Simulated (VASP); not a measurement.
# Si4Ge (I4/m) in VASP: single point with PBE

Aim: the single point of Si4Ge with PBE.

Everything below comes from runs of VASP 6.6.1. Logs are shortened: lines on timing, memory, paths and dates and some standing lists are left out, and cuts for length are marked.

### Step 1. The cell of the first run

The structure is tetragonal, space group I4/m (No. 87). The conventional cell has a = 6.326 Å, b = 6.326 Å, c = 4.001 Å, α = 90.00°, β = 90.00°, γ = 90.00°. Si (site symmetry m) has 9 Si at 2.83 Å and 3 Ge at 2.83 Å within 3.7 Å. Within 3.7 Å of Ge (site symmetry 4/m) lie 12 Si at 2.83 Å.

### Step 2. Single point, PBE

The input, INCAR:

```
PREC     = Accurate       # precision mode
ENCUT    = 520            # plane-wave cutoff, eV
EDIFF    = 1E-7           # SCF threshold, eV
ISMEAR   = 0              # smearing method
SIGMA    = 0.1            # smearing width, eV
LREAL    = False          # projectors in reciprocal space
LASPH    = True           # aspherical terms in the spheres
NELM     = 80             # most SCF steps
ALGO     = Normal         # electronic algorithm
ISIF     = 2              # what is computed and relaxed
LWAVE    = False          # write WAVECAR
LCHARG   = False          # write CHGCAR
GGA      = PE             # functional
NBANDS   = 23             # bands
```

The input, KPOINTS:

```
Automatic mesh
0
Gamma
  6 6 6
```

The input, POSCAR:

```
Si4Ge
1.0
   -3.1631799200      3.1631799200      2.0005706400
    3.1631799200     -3.1631799200      2.0005706400
    3.1631799200      3.1631799200     -2.0005706400
Si Ge
4 1
Direct
    0.8000000000      0.6000000000      0.4000000000
    0.2000000000      0.4000000000      0.6000000000
    0.4000000000      0.8000000000      0.2000000000
    0.6000000000      0.2000000000      0.8000000000
    0.0000000000      0.0000000000      0.0000000000
```

Potentials or basis: VASP PAW PBE potentials, release 64 (Si, Ge_d).

On the command line:

```
$ cat potpaw_PBE.64/Si/POTCAR potpaw_PBE.64/Ge_d/POTCAR > POTCAR
$ mpirun -np 1 vasp_std > vasp.out
```

OUTCAR:

```text
PREC = Accurate
   ENCUT = 520
   EDIFF = 1E-7
   ISMEAR = 0
   LREAL = False
   LASPH = True
   NELM = 80
   ISIF = 2
   GGA = PE

 ion  position               nearest neighbor table
   1  0.800  0.600  0.400-   3 2.83   5 2.83   4 2.83   2 2.83   2 2.83   2 2.83   5 2.83   5 2.83
                             4 2.83   3 2.83   4 2.83   3 2.83
   2  0.200  0.400  0.600-   4 2.83   5 2.83   3 2.83   1 2.83   1 2.83   1 2.83   5 2.83   5 2.83
                             3 2.83   4 2.83   3 2.83   4 2.83
   3  0.400  0.800  0.200-   1 2.83   4 2.83   5 2.83   2 2.83   2 2.83   5 2.83   1 2.83   4 2.83
                             5 2.83   2 2.83   1 2.83   4 2.83
   4  0.600  0.200  0.800-   2 2.83   3 2.83   5 2.83   1 2.83   1 2.83   5 2.83   3 2.83   2 2.83
                             5 2.83   1 2.83   2 2.83   3 2.83
   5  0.000  0.000  0.000-   2 2.83   1 2.83   4 2.83   3 2.83   1 2.83   1 2.83   2 2.83   2 2.83
                             4 2.83   3 2.83   3 2.83   4 2.83

  LATTYP: Found a body centered tetragonal cell.
 ALAT       =     6.3263598400
 C/A-ratio  =     0.6324555323

  Lattice vectors:

 A1 = (  -3.1631799200,   3.1631799200,   2.0005706400)
 A2 = (   3.1631799200,  -3.1631799200,   2.0005706400)
 A3 = (   3.1631799200,   3.1631799200,  -2.0005706400)

Analysis of symmetry for initial positions (statically):
=====================================================================
 Subroutine PRICEL returns:
 Original cell was already a primitive cell.

 Routine SETGRP: Setting up the symmetry group for a
 body centered tetragonal supercell.

 Subroutine GETGRP returns: Found  8 space group operations
 (whereof  8 operations were pure point group operations)
 out of a pool of 16 trial point group operations.

The static configuration has the point symmetry C_4h.

Analysis of symmetry for dynamics (positions and initial velocities):
=====================================================================
 Subroutine PRICEL returns:
 Original cell was already a primitive cell.

 Routine SETGRP: Setting up the symmetry group for a
 body centered tetragonal supercell.

 Subroutine GETGRP returns: Found  8 space group operations
 (whereof  8 operations were pure point group operations)
 out of a pool of 16 trial point group operations.

The dynamic configuration has the point symmetry C_4h.

 Subroutine INISYM returns: Found  8 space group operations
 (whereof  8 operations are pure point group operations),
 and found     1 'primitive' translations

----------------------------------------------------------------------------------------

                                     Primitive cell

  volume of cell :      80.0685

  direct lattice vectors                    reciprocal lattice vectors
    -3.163179920  3.163179920  2.000570640     0.000000000  0.158068783  0.249928690
     3.163179920 -3.163179920  2.000570640     0.158068783  0.000000000  0.249928690
     3.163179920  3.163179920 -2.000570640     0.158068783  0.158068783  0.000000000

  length of vectors
     4.900377261  4.900377261  4.900377261     0.295719614  0.295719614  0.223543017

  position of ions in fractional coordinates (direct lattice)
     0.800000000  0.600000000  0.400000000
     0.200000000  0.400000000  0.600000000
     0.400000000  0.800000000  0.200000000
     0.600000000  0.200000000  0.800000000
     0.000000000  0.000000000  0.000000000

  ion indices of the primitive-cell ions
   primitive index   ion index
                 1           1
                 2           2
                 3           3
                 4           4
                 5           5

----------------------------------------------------------------------------------------

 KPOINTS: Automatic mesh

Automatic generation of k-mesh.
 Grid dimensions read from file:
 generate k-points for:    6    6    6

 Generating k-lattice:

  Cartesian coordinates                     Fractional coordinates (reciprocal lattice)
     0.000000000  0.026344797  0.041654782     0.166666667 -0.000000000  0.000000000
     0.026344797  0.000000000  0.041654782    -0.000000000  0.166666667  0.000000000
     0.026344797  0.026344797  0.000000000     0.000000000  0.000000000  0.166666667

  Length of vectors
     0.049286602  0.049286602  0.037257169

  Shift w.r.t. Gamma in fractional coordinates (k-lattice)
     0.000000000  0.000000000  0.000000000

 Subroutine IBZKPT returns following result:
 ===========================================

 Found     36 irreducible k-points:

 Following reciprocal coordinates:
            Coordinates               Weight
  0.000000  0.000000  0.000000      1.000000
  0.166667  0.000000  0.000000      8.000000
  0.333333 -0.000000  0.000000      8.000000
  0.500000 -0.000000  0.000000      4.000000
  0.166667  0.166667  0.000000      8.000000
  0.333333  0.166667  0.000000      8.000000
[... 16 lines left out ...]
 -0.333333  0.333333 -0.166667      4.000000
 -0.166667  0.333333  0.166667      8.000000
 [... further k-points ...]
   k-points           NKPTS =     36   k-points in BZ     NKDIM =     36   number of bands    NBANDS=     23
   number of dos      NEDOS =    301   number of ions     NIONS =      5
   total plane-waves  NPLWV =  46656
   dimension x,y,z NGX =    36 NGY =   36 NGZ =   36
   dimension x,y,z NGXF=    72 NGYF=   72 NGZF=   72
   ions per type =               4   1
   NGX,Y,Z   is equivalent  to a cutoff of  12.21, 12.21, 12.21 a.u.
   NGXF,Y,Z  is equivalent  to a cutoff of  24.43, 24.43, 24.43 a.u.
 SYSTEM =  unknown system
   PREC   = accura    normal or accurate (medium, high low for compatibility)
   ISTART =      0    job   : 0-new  1-cont  2-samecut
   ICHARG =      2    charge: 1-file 2-atom 10-const
   ISPIN  =      1    spin polarized calculation?
   LNONCOLLINEAR =      F non collinear calculations
   LSORBIT =      F    spin-orbit coupling
   LASPH  =      T    aspherical Exc in radial PAW
   ENCUT  =  520.0 eV  38.22 Ry    6.18 a.u.   9.11  9.11  9.11*2*pi/ulx,y,z
   NELM   =     80;   NELMIN=  2; NELMDL= -5     # of ELM steps
   EDIFF  = 0.1E-06   stopping-criterion for ELM
   LREAL  =      F    real-space projection
   EDIFFG = 0.1E-05   stopping-criterion for IOM
   NSW    =      0    number of steps for IOM
   IBRION =     -1    ionic relax: 0-MD 1-quasi-New 2-CG
   NFREE  =      0    steps in history (QN), initial steepest desc. (CG)
   ISIF   =      2    stress and relaxation
   ISYM   =      2    0-nonsym 1-usesym 2-fastsym
   POTIM  = 0.5000    time-step for ionic-motion
   TEBEG  =    0.0;   TEEND  =   0.0 temperature during run
   PSTRESS=    0.0 pullay stress
   NELECT =      30.0000    total number of electrons
   NUPDOWN=      -1.0000    fix difference up-down
   EMIN   =  10.00;   EMAX   =-10.00  energy-range for DOS
   EFERMI =   0.00;   METHOD = LEGACY
   ISMEAR =     0;   SIGMA  =   0.10  broadening in eV -4-tet -1-fermi 0-gaus
   EFERMI_NEDOS =   21; number of points for ismear=-14 and -15
   IALGO  =     38    algorithm
   IMIX   =      4    mixing-type and parameters
     AMIX     =   0.40;   BMIX     =  1.00
     AMIX_MAG =   1.60;   BMIX_MAG =  1.00
  volume/ion in A,a.u.               =      16.01       108.07
  Fermi-wavevector in a.u.,A,eV,Ry     =   1.180216  2.230284 18.951676  1.392909
  Thomas-Fermi vector in A             =   2.316512
   LORBIT       =      0    0 simple, 1 ext, 2 COOP (PROOUT), +10 PAW based schemes
   GGA     = PE    functional components
   LHFCALC =     F    Hartree Fock is set to
   AEXX    =    0.0000 exact exchange contribution
   IVDW    =     0    specifies the selected vdW correction
   LEPSILON=     F    determine dielectric tensor
   LRPA    =     F    only Hartree local field effects (RPA)
 non-spin polarized calculation
 Gauss-broadening in eV      SIGMA  =   0.10
  energy-cutoff  :      520.00
  volume of cell :       80.07
 maximum number of plane-waves:      2178
   NGX = 19   NGY = 19   NGZ = 19

 number of electron      29.9999998 magnetization

 Free energy of the ion-electron system (eV)
  ---------------------------------------------------
  ext. energy  EPLUGINS =         0.00000000
  ---------------------------------------------------
  free energy    TOTEN  =       -23.30667756 eV

  energy without entropy =      -23.29230188  energy(sigma->0) =      -23.29948972

 E-fermi :   8.8539     XC(G=0): -11.0632

 val. band max:        8.8333233481   @ k =  -0.1667   0.1667   0.0000
 cond. band min:       8.8746488372   @ k =   0.5000  -0.0000   0.0000
 fundamental gap:      0.0413254891
 Fermi energy:         8.8539365036

 k-point     1 :       0.0000    0.0000    0.0000
  band No.  band energies     occupation
      1     -15.9415      2.00000
      2     -15.9389      2.00000
      3     -15.9389      2.00000
      4     -15.9376      2.00000
      5     -15.9353      2.00000
      6      -4.9482      2.00000
[... 15 lines left out ...]
     22       9.9075      0.00000
     23      18.9393      0.00000

 k-point     2 :       0.1667    0.0000    0.0000
  band No.  band energies     occupation
      1     -15.9412      2.00000
      2     -15.9395      2.00000
      3     -15.9395      2.00000
      4     -15.9359      2.00000
      5     -15.9352      2.00000
      6      -4.5942      2.00000
[... 15 lines left out ...]
     22      12.2221      0.00000
     23      16.0762      0.00000

 k-point     3 :       0.3333   -0.0000    0.0000
  band No.  band energies     occupation
      1     -15.9415      2.00000
      2     -15.9409      2.00000
      3     -15.9402      2.00000
      4     -15.9350      2.00000
      5     -15.9324      2.00000
      6      -3.5363      2.00000
[... 15 lines left out ...]
     22      14.0670      0.00000
     23      14.3815      0.00000
[... 495 lines left out ...]
 k-point    23 :      -0.3333    0.3333   -0.1667
  band No.  band energies     occupation
      1     -15.9408      2.00000
      2     -15.9387      2.00000
      3     -15.9384      2.00000
      4     -15.9378      2.00000
      5     -15.9353      2.00000
      6      -3.9431      2.00000
[... 15 lines left out ...]
     22      14.0204      0.00000
     23      14.1308      0.00000

 k-point    24 :      -0.1667    0.3333    0.1667
  band No.  band energies     occupation
      1     -15.9408      2.00000
      2     -15.9393      2.00000
      3     -15.9392      2.00000
      4     -15.9360      2.00000
      5     -15.9352      2.00000
      6      -3.7901      2.00000
[... 15 lines left out ...]
     22      12.6514      0.00000
     23      15.5548      0.00000

 [... further k-points ...]
[... 5 lines left out ...]
  --------------------------------------------------------------------------------------
  -------------------------------------------------------------------------------------
  Total       -1.3281468     -1.3281468     -1.0736945      0.0000000      0.0000000      0.0000000
  in kB      -26.5763281    -26.5763281    -21.4847161      0.0000003      0.0000000      0.0000000
  external PRESSURE =     -24.8791241 kB  Pullay stress =       0.0000000 kB

 VOLUME and BASIS-vectors are now :
 -----------------------------------------------------------------------------
  energy-cutoff  :      520.00
  volume of cell :       80.07
      direct lattice vectors                 reciprocal lattice vectors
    -3.163179920  3.163179920  2.000570640     0.000000000  0.158068783  0.249928690
     3.163179920 -3.163179920  2.000570640     0.158068783  0.000000000  0.249928690
     3.163179920  3.163179920 -2.000570640     0.158068783  0.158068783  0.000000000

 POSITION                                       TOTAL-FORCE (eV/Angst)
 -----------------------------------------------------------------------------------
      0.63264      1.89791      2.00057        -0.115629      0.179879     -0.000000
      2.53054      1.26527      0.00000         0.115629     -0.179879      0.000000
      1.89791     -0.63264      2.00057         0.179879      0.115629     -0.000000
      1.26527      3.79582      0.00000        -0.179879     -0.115629      0.000000
      0.00000      0.00000      0.00000         0.000000      0.000000      0.000000
 -----------------------------------------------------------------------------------
    total drift:                               -0.000000      0.000000      0.000000

  FREE ENERGIE OF THE ION-ELECTRON SYSTEM (eV)
  ---------------------------------------------------
  free  energy   TOTEN  =       -23.3066775628 eV

  energy  without entropy=      -23.2923018807  energy(sigma->0) =      -23.29948972
```

It took 53 s on 1 thread of Intel Xeon Platinum 8488C (Sapphire Rapids), shared host; peak memory 0.23 GiB.

Results:

* Free energy: -23.3067 eV
* Pressure: -2.5 GPa
* Largest force: 0.214 eV/Å
* Band gap on the k mesh: zero (band 15 reaches 10.95 eV, above the bottom of band 16 at 7.69 eV)

Forces on the atoms (eV/Å):
```
Si  -0.116  0.180  0.000
Si   0.116 -0.180  0.000
Si   0.180  0.116  0.000
Si  -0.180 -0.116  0.000
Ge   0.000  0.000  0.000
```
